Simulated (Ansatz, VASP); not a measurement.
# CaO: VASP beside Ansatz

```
Ca O
1.0
     0.00000    2.41154    2.41154
     2.41154    0.00000    2.41154
     2.41154    2.41154    0.00000
Ca O
1 1
Direct
  0.00000 0.00000 0.00000
  0.50000 0.50000 0.50000
```

Alike in both runs: task single point; functional PBE; k mesh 4 × 4 × 4; collinear spin.

|  | VASP | Ansatz |
| --- | --- | --- |
| version | VASP 6.6.1 | Ansatz 0.2.0 |
| potentials or method | VASP PAW PBE potentials, release 64 (Ca_sv, O) | scalar-relativistic, plane waves, PAW |
| plane-wave cutoff (eV) | 600 | 420 |
| occupations | fermi-dirac, width 0.051704 eV | fermi-dirac |
| valence electrons in the cell | 16 | 16 |

```csv
,VASP,Ansatz,Ansatz less VASP
gap on the k mesh at the Fermi level (eV),3.63,3.65,+0.018
least direct gap on the mesh (eV),4.01,4.03,+0.017
net moment per atom (μB),0.00,0.00,0.000
```

Ansatz's warnings: no starting moments.

The k mesh is coarse, so the values compare programs but aren't converged.
